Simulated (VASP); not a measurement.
# HfO2 in VASP: a series of runs

The runs below take HfO2 through single point, relaxation of the atoms, with PBE.

Everything below comes from runs of VASP 6.6.1. Logs are shortened: lines on timing, memory, paths and dates and some standing lists are left out, and cuts for length are marked.

### 1 The cell of the first run

The structure is tetragonal, space group P4_2/mnm (No. 136). The conventional cell has a = 4.814 Å, b = 4.814 Å, c = 3.205 Å, α = 90.00°, β = 90.00°, γ = 90.00°. Within 2.7 Å of Hf (site symmetry mmm) lie 6 O at 2.08 Å. O (site symmetry m2m) has 3 Hf at 2.08 Å and 1 O at 2.65 Å within 2.7 Å.

### 2 Single point, PBE

INCAR reads:

```
SYSTEM = HfO2
PREC     = Accurate       ! precision mode
ENCUT    = 520            ! plane-wave cutoff, eV
EDIFF    = 1E-7           ! SCF threshold, eV
ISMEAR   = 0              ! smearing method
SIGMA    = 0.012          ! smearing width, eV
LREAL    = .FALSE.        ! projectors in reciprocal space
LASPH    = .TRUE.         ! aspherical terms in the spheres
NELM     = 60             ! most SCF steps
ALGO     = Normal         ! electronic algorithm
ISIF     = 2              ! what is computed and relaxed
LWAVE    = .FALSE.        ! write WAVECAR
LCHARG   = .FALSE.        ! write CHGCAR
GGA      = PE             ! functional
NBANDS   = 31             ! bands
```

KPOINTS reads:

```
Automatic mesh
0
G
  6 6 8
  0 0 0
```

POSCAR reads:

```
HfO2
1.0
    4.8135329900      0.0000000000      0.0000000000
    0.0000000000      4.8135329900      0.0000000000
    0.0000000000      0.0000000000      3.2054154100
Hf O
2 4
Direct
    0.5000000000      0.5000000000      0.5000000000
    0.0000000000      0.0000000000      0.0000000000
    0.8050448800      0.1949551200      0.5000000000
    0.6949551200      0.6949551200      0.0000000000
    0.3050448800      0.3050448800      0.0000000000
    0.1949551200      0.8050448800      0.5000000000
```

Potentials or basis: VASP PAW PBE potentials, release 64 (Hf_pv, O).

The run is started by

```sh
$ cat potpaw_PBE.64/Hf_pv/POTCAR potpaw_PBE.64/O/POTCAR > POTCAR
$ mpirun -np 1 vasp_std > vasp.out
```

OUTCAR:

```text
SYSTEM = HfO2
   PREC = Accurate
   ENCUT = 520
   EDIFF = 1E-7
   ISMEAR = 0
   LREAL = .FALSE.
   LASPH = .TRUE.
   NELM = 60
   ISIF = 2
   GGA = PE

 ion  position               nearest neighbor table
   1  0.500  0.500  0.500-   3 2.08   6 2.08   5 2.08   4 2.08   4 2.08   5 2.08   2 3.76   2 3.76
                             2 3.76   2 3.76   2 3.76   2 3.76   2 3.76   2 3.76
   2  0.000  0.000  0.000-   4 2.08   5 2.08   3 2.08   6 2.08   3 2.08   6 2.08   1 3.76   1 3.76
                             1 3.76   1 3.76   1 3.76   1 3.76   1 3.76   1 3.76
   3  0.805  0.195  0.500-   1 2.08   2 2.08   2 2.08
   4  0.695  0.695  0.000-   2 2.08   1 2.08   1 2.08
   5  0.305  0.305  0.000-   2 2.08   1 2.08   1 2.08
   6  0.195  0.805  0.500-   1 2.08   2 2.08   2 2.08

  LATTYP: Found a simple tetragonal cell.
 ALAT       =     4.8135329900
 C/A-ratio  =     0.6659174076

  Lattice vectors:

 A1 = (   4.8135329900,   0.0000000000,   0.0000000000)
 A2 = (   0.0000000000,   4.8135329900,   0.0000000000)
 A3 = (   0.0000000000,   0.0000000000,   3.2054154100)

Analysis of symmetry for initial positions (statically):
=====================================================================
 Subroutine PRICEL returns:
 Original cell was already a primitive cell.

 Routine SETGRP: Setting up the symmetry group for a
 simple tetragonal supercell.

 Subroutine GETGRP returns: Found 16 space group operations
 (whereof  8 operations were pure point group operations)
 out of a pool of 16 trial point group operations.

The static configuration has the point symmetry D_2h.
 The point group associated with its full space group is D_4h.

Analysis of symmetry for dynamics (positions and initial velocities):
=====================================================================
 Subroutine PRICEL returns:
 Original cell was already a primitive cell.

 Routine SETGRP: Setting up the symmetry group for a
 simple tetragonal supercell.

 Subroutine GETGRP returns: Found 16 space group operations
 (whereof  8 operations were pure point group operations)
 out of a pool of 16 trial point group operations.

The dynamic configuration has the point symmetry D_2h.
 The point group associated with its full space group is D_4h.

 Subroutine INISYM returns: Found 16 space group operations
 (whereof  8 operations are pure point group operations),
 and found     1 'primitive' translations

----------------------------------------------------------------------------------------

                                     Primitive cell

  volume of cell :      74.2698

  direct lattice vectors                    reciprocal lattice vectors
     4.813532990  0.000000000  0.000000000     0.207747615  0.000000000  0.000000000
     0.000000000  4.813532990  0.000000000     0.000000000  0.207747615  0.000000000
     0.000000000  0.000000000  3.205415410     0.000000000  0.000000000  0.311972045

  length of vectors
     4.813532990  4.813532990  3.205415410     0.207747615  0.207747615  0.311972045

  position of ions in fractional coordinates (direct lattice)
     0.500000000  0.500000000  0.500000000
     0.000000000  0.000000000  0.000000000
     0.805044880  0.194955120  0.500000000
     0.694955120  0.694955120  0.000000000
     0.305044880  0.305044880  0.000000000
     0.194955120  0.805044880  0.500000000

  ion indices of the primitive-cell ions
   primitive index   ion index
                 1           1
                 2           2
                 3           3
                 4           4
                 5           5
                 6           6

----------------------------------------------------------------------------------------

 KPOINTS: Automatic mesh

Automatic generation of k-mesh.
 Grid dimensions read from file:
 generate k-points for:    6    6    8

 Generating k-lattice:

  Cartesian coordinates                     Fractional coordinates (reciprocal lattice)
     0.034624603  0.000000000  0.000000000     0.166666667  0.000000000  0.000000000
     0.000000000  0.034624603  0.000000000     0.000000000  0.166666667  0.000000000
     0.000000000  0.000000000  0.038996506     0.000000000  0.000000000  0.125000000

  Length of vectors
     0.034624603  0.034624603  0.038996506

  Shift w.r.t. Gamma in fractional coordinates (k-lattice)
     0.000000000  0.000000000  0.000000000

 Subroutine IBZKPT returns following result:
 ===========================================

 Found     50 irreducible k-points:

 Following reciprocal coordinates:
            Coordinates               Weight
  0.000000  0.000000  0.000000      1.000000
  0.166667  0.000000  0.000000      4.000000
  0.333333  0.000000  0.000000      4.000000
  0.500000  0.000000  0.000000      2.000000
  0.166667  0.166667  0.000000      4.000000
  0.333333  0.166667  0.000000      8.000000
[... 16 lines left out ...]
  0.333333  0.000000  0.250000      8.000000
  0.500000  0.000000  0.250000      4.000000
[... 55 lines left out ...]
 NGX is ok and might be reduce to    36
   NGX = 17   NGY = 17   NGZ = 11

 number of electron      43.9999972 magnetization

 Free energy of the ion-electron system (eV)
  ---------------------------------------------------
  ext. energy  EPLUGINS =         0.00000000
  ---------------------------------------------------
  free energy    TOTEN  =       -60.85909759 eV

  energy without entropy =      -60.85909759  energy(sigma->0) =      -60.85909759

 E-fermi :   2.5376     XC(G=0): -10.9835

 val. band max:        2.4023214235   @ k =   0.0000   0.0000   0.0000
 cond. band min:       6.3839261619   @ k =   0.0000   0.0000   0.0000
 fundamental gap:      3.9816047383
 Fermi energy:         2.5376253499

 k-point     1 :       0.0000    0.0000    0.0000
  band No.  band energies     occupation
      1     -27.0353      2.00000
      2     -27.0353      2.00000
      3     -26.7362      2.00000
      4     -26.7362      2.00000
      5     -26.6159      2.00000
      6     -26.5549      2.00000
[... 23 lines left out ...]
     30      10.8248      0.00000
     31      12.8907      0.00000

 k-point     2 :       0.1667    0.0000    0.0000
  band No.  band energies     occupation
      1     -27.0196      2.00000
      2     -27.0180      2.00000
      3     -26.7566      2.00000
      4     -26.7547      2.00000
      5     -26.6118      2.00000
      6     -26.5590      2.00000
[... 23 lines left out ...]
     30      11.0182      0.00000
     31      12.8000      0.00000

 k-point     3 :       0.3333    0.0000    0.0000
  band No.  band energies     occupation
      1     -26.9776      2.00000
      2     -26.9730      2.00000
      3     -26.8075      2.00000
      4     -26.8026      2.00000
      5     -26.6006      2.00000
      6     -26.5701      2.00000
[... 23 lines left out ...]
     30      11.4529      0.00000
     31      12.4670      0.00000

 k-point     4 :       0.5000    0.0000    0.0000
  band No.  band energies     occupation
      1     -26.9390      2.00000
      2     -26.9390      2.00000
      3     -26.8443      2.00000
      4     -26.8443      2.00000
      5     -26.5854      2.00000
      6     -26.5854      2.00000
[... 23 lines left out ...]
     30      10.9925      0.00000
     31      12.9089      0.00000

 k-point     5 :       0.1667    0.1667    0.0000
  band No.  band energies     occupation
      1     -27.0405      2.00000
      2     -26.9711      2.00000
      3     -26.8082      2.00000
      4     -26.7331      2.00000
      5     -26.6083      2.00000
      6     -26.5625      2.00000
[... 23 lines left out ...]
     30      11.4380      0.00000
     31      12.8730      0.00000
[... 542 lines left out ...]
     30      11.7990      0.00000
     31      12.7991      0.00000

 k-point    22 :       0.1667    0.0000    0.2500
  band No.  band energies     occupation
      1     -26.9694      2.00000
      2     -26.9373      2.00000
      3     -26.8993      2.00000
      4     -26.8917      2.00000
      5     -26.7427      2.00000
      6     -26.7351      2.00000
[... 23 lines left out ...]
     30      11.9283      0.00000
     31      12.4425      0.00000

 k-point    23 :       0.3333    0.0000    0.2500
  band No.  band energies     occupation
      1     -26.9829      2.00000
      2     -26.9518      2.00000
      3     -26.8847      2.00000
      4     -26.8545      2.00000
      5     -26.7616      2.00000
      6     -26.7440      2.00000
[... 23 lines left out ...]
     30      11.5649      0.00000
     31      12.3352      0.00000

 k-point    24 :       0.5000    0.0000    0.2500
  band No.  band energies     occupation
      1     -26.9746      2.00000
      2     -26.9746      2.00000
      3     -26.8554      2.00000
      4     -26.8554      2.00000
      5     -26.7607      2.00000
      6     -26.7607      2.00000
[... 23 lines left out ...]
     30      10.7770      0.00000
     31      12.8520      0.00000

 [... further k-points ...]
[... 5 lines left out ...]
  --------------------------------------------------------------------------------------
  -------------------------------------------------------------------------------------
  Total        2.5280857      2.5280857      2.7332294     -0.0000000      0.0000000      0.0000000
  in kB       54.5368618     54.5368618     58.9623031     -0.0000000      0.0000000      0.0000000
  external PRESSURE =      56.0120089 kB  Pullay stress =       0.0000000 kB

 VOLUME and BASIS-vectors are now :
 -----------------------------------------------------------------------------
  energy-cutoff  :      520.00
  volume of cell :       74.27
      direct lattice vectors                 reciprocal lattice vectors
     4.813532990  0.000000000  0.000000000     0.207747615  0.000000000  0.000000000
     0.000000000  4.813532990  0.000000000     0.000000000  0.207747615  0.000000000
     0.000000000  0.000000000  3.205415410     0.000000000  0.000000000  0.311972045

 POSITION                                       TOTAL-FORCE (eV/Angst)
 -----------------------------------------------------------------------------------
      2.40677      2.40677      1.60271         0.000000      0.000000      0.000000
      0.00000      0.00000      0.00000         0.000000      0.000000      0.000000
      3.87511      0.93842      1.60271        -0.020849      0.020849     -0.000000
      3.34519      3.34519      0.00000         0.020849      0.020849     -0.000000
      1.46834      1.46834      0.00000        -0.020849     -0.020849      0.000000
      0.93842      3.87511      1.60271         0.020849     -0.020849      0.000000
 -----------------------------------------------------------------------------------
    total drift:                                0.000000     -0.000000     -0.000000

  FREE ENERGIE OF THE ION-ELECTRON SYSTEM (eV)
  ---------------------------------------------------
  free  energy   TOTEN  =       -60.8590975874 eV

  energy  without entropy=      -60.8590975874  energy(sigma->0) =      -60.85909759
```

Run time: 35 s. Hardware: 1 thread of Intel Xeon 6975P-C (Granite Rapids), shared host; peak memory 0.23 GiB.

What came out:

- Free energy: -60.8591 eV
- Pressure: 5.6 GPa
- Largest force: 0.029 eV/Å
- Band gap on the k mesh: 3.98 eV

Forces on the atoms (eV/Å):
```
Hf   0.000  0.000  0.000
Hf   0.000  0.000  0.000
O   -0.021  0.021  0.000
O    0.021  0.021  0.000
O   -0.021 -0.021  0.000
O    0.021 -0.021  0.000
```

Stress tensor (GPa, compression positive):
```
5.45 0.00 0.00
0.00 5.45 0.00
0.00 0.00 5.90
```

Caveat: the cell stands under pressure; spin-orbit coupling is left out, which moves the levels of the heavy elements.

### 3 Relaxation of the atoms, PBE

INCAR reads:

```
  PREC = Accurate
  ENCUT = 520
  EDIFF = 1E-7
  ISMEAR = -1
  SIGMA = 0.05
  LREAL = F
  LASPH = T
  NELM = 80
  ALGO = Normal
  ISIF = 2
  LWAVE = F
  LCHARG = F
  GGA = PE
  IBRION = 2
  NSW = 60
  EDIFFG = -0.01
```

KPOINTS reads:

```
regular mesh
0
Gamma
  5 5 6
```

POSCAR, as its differences from that of step 2:

```diff
@@ -2,4 +2,4 @@
 1.0
-    4.8135329900      0.0000000000      0.0000000000
-    0.0000000000      4.8135329900      0.0000000000
+    4.8135329900      0.0240676649      0.0000000000
+    0.0240676649      4.8135329900      0.0000000000
     0.0000000000      0.0000000000      3.2054154100
```

Potentials or basis: VASP PAW PBE potentials, release 64 (Hf_pv, O).

The run is started by

```sh
$ cat potpaw_PBE.64/Hf_pv/POTCAR potpaw_PBE.64/O/POTCAR > POTCAR
$ mpirun -np 1 vasp_std > vasp.out
```

Run time: 3.1 min. Hardware: 1 thread of Intel Xeon 8259CL, shared host; peak memory 0.21 GiB.

Results (log left out):

- Free energy: -60.8537 eV
- Energy gained by relaxing: 0.0 meV/atom
- Ionic steps: 4
- Pressure after relaxing: 5.6 GPa
- Largest force after relaxing: 0.003 eV/Å
- Band gap on the k mesh: 3.97 eV

Forces in eV/Å, atoms in the order of the input:
```
Hf   0.000  0.000  0.000
Hf   0.000  0.000  0.000
O    0.002 -0.002  0.000
O   -0.001 -0.001  0.000
O    0.001  0.001  0.000
O   -0.002  0.002  0.000
```

Stress tensor (GPa, compression positive):
```
 5.48 -2.22  0.00
-2.22  5.48  0.00
 0.00  0.00  5.81
```

The path:
```csv
step,energy change (eV),largest force (eV/Å),pressure (GPa)
1,0.0000,0.0734,5.63
2,-0.0001,0.0405,5.59
3,-0.0002,0.0143,5.61
4,-0.0002,0.0034,5.59
```

Final structure:
```
Hf O
1.0
     4.81353    0.02407    0.00000
     0.02407    4.81353    0.00000
     0.00000    0.00000    3.20542
Hf O
2 4
Direct
  0.50000 0.50000 0.50000
  0.00000 0.00000 0.00000
  0.80504 0.19496 0.50000
  0.69531 0.69531 0.00000
  0.30469 0.30469 0.00000
  0.19496 0.80504 0.50000
```

Levels at points of the mesh, in eV from the valence-band top:
```csv
k point,band 20,band 21,band 22,band 23,band 24,band 25
"(0.00, 0.00, 0.00)",-0.51,-0.48,0.00,3.97,4.15,5.25
"(0.00, 0.00, 0.50)",-2.06,-1.00,-0.93,5.61,5.66,6.10
```

Caveat: spin-orbit coupling is left out, which moves the levels of the heavy elements; an odd mesh through Γ misses points on the zone boundary, where band edges can lie.

### 4 Single point, PBE (atoms moved at random)

INCAR reads:

```
ALGO = Normal
EDIFF = 1E-6
ENCUT = 520
GGA = PE
ISIF = 2
ISMEAR = -1
LASPH = T
LCHARG = F
LREAL = F
LWAVE = F
NBANDS = 31
NELM = 80
PREC = Accurate
SIGMA = 0.05
```

KPOINTS reads:

```
k-points
0
Gamma
  6 6 8
```

POSCAR reads:

```
HfO2
1.0
    4.8135329900      0.0000000000      0.0000000000
    0.0000000000      4.8135329900      0.0000000000
    0.0000000000      0.0000000000      3.2054154100
Hf O
2 4
Direct
    0.4906510000      0.4980700000      0.5088580000
    0.0039400000     -0.0027850000     -0.0133570000
    0.8049350000      0.1994210000      0.5099410000
    0.6874980000      0.6908240000      0.0016910000
    0.3128420000      0.3038690000      0.0082500000
    0.1922350000      0.8002910000      0.5121480000
```

The run is started by

```sh
$ cat potpaw_PBE.64/Hf_pv/POTCAR potpaw_PBE.64/O/POTCAR > POTCAR
$ mpirun -np 1 vasp_std > vasp.out
```

Wall time 6 min (1 thread of Intel Xeon 8259CL, shared host); peak memory 0.38 GiB.

Results (log left out):

* Free energy: -60.7536 eV
* Pressure: 6.6 GPa
* Largest force: 1.249 eV/Å
* Band gap on the k mesh: 3.98 eV

Forces on the atoms (eV/Å):
```
Hf   1.102  0.027 -0.136
Hf  -1.016  0.262  0.678
O    0.428 -0.408 -0.211
O    0.595  0.692  0.243
O   -0.918 -0.803 -0.055
O   -0.192  0.230 -0.519
```

Stress tensor (GPa, compression positive):
```
 5.89 -1.11 -0.16
-1.11  6.12  0.96
-0.16  0.96  7.88
```

Levels at points of the mesh, in eV from the valence-band top:
| k point | band 19 | band 20 | band 21 | band 22 | band 23 | band 24 | band 25 | band 26 |
| --- | --- | --- | --- | --- | --- | --- | --- | --- |
| (0.00, 0.00, 0.00) | -0.76 | -0.58 | -0.53 | 0.00 | 3.98 | 4.26 | 5.24 | 5.53 |
| (0.50, 0.00, 0.00) | -1.57 | -1.34 | -0.97 | -0.52 | 4.55 | 4.80 | 6.07 | 6.31 |
| (0.00, 0.50, 0.00) | -1.53 | -1.37 | -0.73 | -0.65 | 4.56 | 4.80 | 6.07 | 6.31 |
| (0.50, 0.50, 0.00) | -1.23 | -1.09 | -0.87 | -0.81 | 4.14 | 4.42 | 5.58 | 5.73 |
| (0.00, 0.00, 0.50) | -2.04 | -1.95 | -1.02 | -0.96 | 5.37 | 5.69 | 5.88 | 6.04 |
| (0.50, 0.00, 0.50) | -1.74 | -1.66 | -0.98 | -0.94 | 4.11 | 4.18 | 6.29 | 6.33 |
| (0.00, 0.50, 0.50) | -1.80 | -1.75 | -0.92 | -0.90 | 4.17 | 4.22 | 6.27 | 6.33 |
| (0.50, 0.50, 0.50) | -1.26 | -1.09 | -0.51 | -0.50 | 4.95 | 5.26 | 5.66 | 6.07 |

Caveat: the cell differs from its parent crystal (atoms moved at random); the cell stands under pressure; spin-orbit coupling is left out, which moves the levels of the heavy elements; forces of over 1 eV/Å act on the atoms, so gaps and moduli don't describe the material at rest.

### 5 The runs side by side

```csv
task,cell,k mesh,smearing,gap on the mesh (eV),pressure (GPa),largest force (eV/Å)
single point,"a = 4.814, b = 4.814, c = 3.205 Å, 6 atoms, atomic positions A",6 × 6 × 8,gaussian 0.012 eV,3.98,5.6,0.03
relaxation of the atoms,"atoms relaxed from a = 4.814, b = 4.814, c = 3.205 Å, angles 90.0, 90.0, 89.4°, 6 atoms, atomic positions A",5 × 5 × 6,fermi-dirac 0.05 eV,3.97,5.6,-
single point,"a = 4.814, b = 4.814, c = 3.205 Å, 6 atoms, atomic positions B",6 × 6 × 8,fermi-dirac 0.05 eV,3.98,6.6,1.25
```

Alike in all rows: level PBE; potentials or basis VASP PAW PBE potentials, release 64 (Hf_pv, O); no spin polarisation; cutoff (eV) 520.

Caveats: spin-orbit coupling is left out, which moves the levels of the heavy elements; the cell stands under pressure (at least some runs); an odd mesh through Γ misses points on the zone boundary, where band edges can lie (at least some runs); forces of over 1 eV/Å act on the atoms, so gaps and moduli don't describe the material at rest (at least some runs).

Total energies depend on the potentials used, so only differences within one code and one set of settings carry meaning.
